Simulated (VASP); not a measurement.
A run of VASP 6.6.1:

INCAR

```
  PREC = Accurate
  ENCUT = 520
  EDIFF = 1E-6
  ISMEAR = -1
  SIGMA = 0.1
  LREAL = False
  LASPH = True
  NELM = 100
  ALGO = Normal
  ISIF = 2
  LWAVE = False
  LCHARG = False
  GGA = B5
  ALDAX = 1.0
  AGGAX = 1.0
  AGGAC = 1.0
  ALDAC = 0.0
  NBANDS = 10
```

File KPOINTS:

```
Automatic mesh
0
Gamma
  22 22 22
```

File POSCAR:

```
Ir
1.0
    0.0000000000      2.0446404034      2.0446404034
    2.0446404034      0.0000000000      2.0446404034
    2.0446404034      2.0446404034      0.0000000000
Ir
1
Direct
    0.0000000000      0.0000000000      0.0000000000
```

Potentials or basis: VASP PAW PBE potentials, release 64 (Ir).

The run is started by

```console
$ cat potpaw_PBE.64/Ir/POTCAR > POTCAR
$ mpirun -np 1 vasp_std > vasp.out
```

Hardware: 1 thread of Intel(R) Xeon(R) Platinum 8259CL CPU @ 2.50GHz (Skylake/Cascade Lake), on a shared host.

Problem. Estimate the wall time of this run.

Solution. It took 31 s on 1 thread of Intel(R) Xeon(R) Platinum 8259CL CPU @ 2.50GHz (Skylake/Cascade Lake) (shared host), peak memory 0.19 GiB. Counts: scf iterations 12, k points 328.
